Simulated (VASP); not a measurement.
# SnPb2Se3 (P-3m1) in VASP: single point with PBE

Aim: the single point of SnPb2Se3 with PBE.

All numbers are computed with VASP 6.6.1; they aren't measurements. Logs are shortened: lines on timing, memory, paths and dates and some standing lists are left out, and cuts for length are marked.

## (1) The cell of the first run

The structure is trigonal, space group P-3m1 (No. 164). Conventional cell: a = 4.352 Å, b = 4.352 Å, c = 10.660 Å, α = 90.00°, β = 90.00°, γ = 120.00°. Sn (site symmetry -3m) has 6 Se at 3.08 Å within 4.1 Å. Pb (site symmetry 3m) has 6 Se at 3.08 Å within 4.1 Å. Within 4.1 Å of Se (site symmetry 3m) lie 3 Pb at 3.08 Å and 3 Sn at 3.08 Å. Se (site symmetry -3m) has 6 Pb at 3.08 Å within 4.1 Å.

## (2) Single point, PBE

INCAR

```
PREC = Accurate
ENCUT = 520
EDIFF = 1E-6
ISMEAR = 0
SIGMA = 0.1
LREAL = False
LASPH = True
NELM = 100
ALGO = Normal
ISIF = 2
LWAVE = False
LCHARG = True
GGA = PE
LELF = True
LVHAR = True
NBANDS = 39
```

KPOINTS

```
regular mesh
0
Gamma
  6 6 2
```

POSCAR

```
SnPb2Se3
1.0
    4.3517509400      0.0000000000      0.0000000000
   -2.1758754700      3.7687268600      0.0000000000
    0.0000000000      0.0000000000     10.6595692900
Sn Pb Se
1 2 3
Direct
    0.0000000000      0.0000000000      0.0000000000
    0.3333333300      0.6666666700      0.6666666700
    0.6666666700      0.3333333300      0.3333333300
    0.6666666700      0.3333333300      0.8333333300
    0.0000000000      0.0000000000      0.5000000000
    0.3333333300      0.6666666700      0.1666666700
```

Potentials or basis: VASP PAW PBE potentials, release 64 (Sn_d, Pb_d, Se).

Command:

```bash
> cat potpaw_PBE.64/Sn_d/POTCAR potpaw_PBE.64/Pb_d/POTCAR potpaw_PBE.64/Se/POTCAR > POTCAR
> mpirun -np 1 vasp_std > vasp.out
```

OUTCAR:

```text
PREC = Accurate
   ENCUT = 520
   EDIFF = 1E-6
   ISMEAR = 0
   LREAL = False
   LASPH = True
   NELM = 100
   ISIF = 2
   GGA = PE

 ion  position               nearest neighbor table
   1  0.000  0.000  0.000-   4 3.08   6 3.08   6 3.08   4 3.08   4 3.08   6 3.08
   2  0.333  0.667  0.667-   4 3.08   4 3.08   5 3.08   4 3.08   5 3.08   5 3.08
   3  0.667  0.333  0.333-   6 3.08   6 3.08   5 3.08   6 3.08   5 3.08   5 3.08
   4  0.667  0.333  0.833-   2 3.08   2 3.08   1 3.08   2 3.08   1 3.08   1 3.08
   5  0.000  0.000  0.500-   2 3.08   3 3.08   2 3.08   3 3.08   3 3.08   2 3.08
   6  0.333  0.667  0.167-   3 3.08   3 3.08   1 3.08   3 3.08   1 3.08   1 3.08

  LATTYP: Found a hexagonal cell.
 ALAT       =     4.3517509400
 C/A-ratio  =     2.4494897426

  Lattice vectors:

 A1 = (   4.3517509400,   0.0000000000,   0.0000000000)
 A2 = (  -2.1758754700,   3.7687268600,   0.0000000000)
 A3 = (   0.0000000000,   0.0000000000,  10.6595692900)

Analysis of symmetry for initial positions (statically):
=====================================================================
 Subroutine PRICEL returns:
 Original cell was already a primitive cell.

 Routine SETGRP: Setting up the symmetry group for a
 hexagonal supercell.

 Subroutine GETGRP returns: Found 12 space group operations
 (whereof 12 operations were pure point group operations)
 out of a pool of 24 trial point group operations.

The static configuration has the point symmetry D_3d.

Analysis of symmetry for dynamics (positions and initial velocities):
=====================================================================
 Subroutine PRICEL returns:
 Original cell was already a primitive cell.

 Routine SETGRP: Setting up the symmetry group for a
 hexagonal supercell.

 Subroutine GETGRP returns: Found 12 space group operations
 (whereof 12 operations were pure point group operations)
 out of a pool of 24 trial point group operations.

The dynamic configuration has the point symmetry D_3d.

 Subroutine INISYM returns: Found 12 space group operations
 (whereof 12 operations are pure point group operations),
 and found     1 'primitive' translations

----------------------------------------------------------------------------------------

                                     Primitive cell
[... 87 lines left out ...]
   NELM   =    100;   NELMIN=  2; NELMDL= -5     # of ELM steps
   EDIFF  = 0.1E-05   stopping-criterion for ELM
   LREAL  =      F    real-space projection
   EDIFFG = 0.1E-04   stopping-criterion for IOM
   NSW    =      0    number of steps for IOM
   IBRION =     -1    ionic relax: 0-MD 1-quasi-New 2-CG
   NFREE  =      0    steps in history (QN), initial steepest desc. (CG)
   ISIF   =      2    stress and relaxation
   ISYM   =      2    0-nonsym 1-usesym 2-fastsym
   POTIM  = 0.5000    time-step for ionic-motion
   TEBEG  =    0.0;   TEEND  =   0.0 temperature during run
   PSTRESS=    0.0 pullay stress
   NELECT =      60.0000    total number of electrons
   NUPDOWN=      -1.0000    fix difference up-down
   EMIN   =  10.00;   EMAX   =-10.00  energy-range for DOS
   EFERMI =   0.00;   METHOD = LEGACY
   ISMEAR =     0;   SIGMA  =   0.10  broadening in eV -4-tet -1-fermi 0-gaus
   EFERMI_NEDOS =   21; number of points for ismear=-14 and -15
   IALGO  =     38    algorithm
   IMIX   =      4    mixing-type and parameters
     AMIX     =   0.40;   BMIX     =  1.00
     AMIX_MAG =   1.60;   BMIX_MAG =  1.00
  volume/ion in A,a.u.               =      29.14       196.63
  Fermi-wavevector in a.u.,A,eV,Ry     =   1.146197  2.165998 17.874882  1.313767
  Thomas-Fermi vector in A             =   2.282882
   LORBIT       =      0    0 simple, 1 ext, 2 COOP (PROOUT), +10 PAW based schemes
   GGA     = PE    functional components
   LHFCALC =     F    Hartree Fock is set to
   AEXX    =    0.0000 exact exchange contribution
   IVDW    =     0    specifies the selected vdW correction
   LEPSILON=     F    determine dielectric tensor
   LRPA    =     F    only Hartree local field effects (RPA)
 non-spin polarized calculation
 Gauss-broadening in eV      SIGMA  =   0.10
  energy-cutoff  :      520.00
  volume of cell :      174.82
 maximum number of plane-waves:      4732
   NGX = 17   NGY = 17   NGZ = 39

 number of electron      60.0000001 magnetization

 Free energy of the ion-electron system (eV)
  ---------------------------------------------------
  ext. energy  EPLUGINS =         0.00000000
  ---------------------------------------------------
  free energy    TOTEN  =       -24.56688780 eV

  energy without entropy =      -24.56237523  energy(sigma->0) =      -24.56463151

 E-fermi :   5.0490     XC(G=0):  -9.4043

 val. band max:        4.9918827944   @ k =   0.5000  -0.0000   0.5000
 cond. band min:       5.1062304842   @ k =   0.5000  -0.0000   0.5000
 fundamental gap:      0.1143476898
 Fermi energy:         5.0490086574

 k-point     1 :       0.0000    0.0000    0.0000
  band No.  band energies     occupation
      1     -16.6461      2.00000
      2     -16.6461      2.00000
      3     -16.6456      2.00000
      4     -16.6400      2.00000
      5     -16.6400      2.00000
      6     -12.0109      2.00000
[... 577 lines left out ...]
     38       9.3586      0.00000
     39       9.4980      0.00000

------------------------ aborting loop because EDIFF is reached ----------------------------------------

  FORCE on cell =-STRESS in cart. coord.  units (eV):
  Direction    XX          YY          ZZ          XY          YZ          ZX
  --------------------------------------------------------------------------------------
  -------------------------------------------------------------------------------------
  Total        0.3673621      0.3673621      0.3882273      0.0000000      0.0000000     -0.0000000
  in kB        3.3667168      3.3667168      3.5579374      0.0000000      0.0000000     -0.0000000
  external PRESSURE =       3.4304570 kB  Pullay stress =       0.0000000 kB

 VOLUME and BASIS-vectors are now :
 -----------------------------------------------------------------------------
  energy-cutoff  :      520.00
  volume of cell :      174.82
      direct lattice vectors                 reciprocal lattice vectors
     4.351750940  0.000000000  0.000000000     0.229792563  0.132670798  0.000000000
    -2.175875470  3.768726860  0.000000000     0.000000000  0.265341596  0.000000000
     0.000000000  0.000000000 10.659569290     0.000000000  0.000000000  0.093812421

 POSITION                                       TOTAL-FORCE (eV/Angst)
 -----------------------------------------------------------------------------------
      0.00000      0.00000      0.00000        -0.000000      0.000000      0.000000
     -0.00000      2.51248      7.10638         0.000000      0.000000      0.030070
      2.17588      1.25624      3.55319         0.000000      0.000000     -0.030070
      2.17588      1.25624      8.88297        -0.000000      0.000000      0.295590
      0.00000      0.00000      5.32978        -0.000000      0.000000      0.000000
     -0.00000      2.51248      1.77659        -0.000000     -0.000000     -0.295590
 -----------------------------------------------------------------------------------
    total drift:                                0.000000     -0.000000     -0.000000

  FREE ENERGIE OF THE ION-ELECTRON SYSTEM (eV)
  ---------------------------------------------------
  free  energy   TOTEN  =       -24.5668877992 eV

  energy  without entropy=      -24.5623752251  energy(sigma->0) =      -24.56463151
```

It took 78 s on 1 thread of AMD EPYC 7R43 (Zen 3), shared host; peak memory 0.27 GiB.

Results:

```yaml
Free_energy: -24.5669 eV
Pressure: 0.3 GPa
Largest_force: 0.296 eV/Å
Band_gap_on_the_k_mesh: 0.11 eV, direct
```

Forces in eV/Å, atoms in the order of the input:
```
Sn   0.000  0.000  0.000
Pb   0.000  0.000  0.030
Pb   0.000  0.000 -0.030
Se   0.000  0.000  0.296
Se   0.000  0.000  0.000
Se   0.000  0.000 -0.296
```

Caveat: spin-orbit coupling is left out, which moves the levels of the heavy elements. A k mesh can miss the band edges.
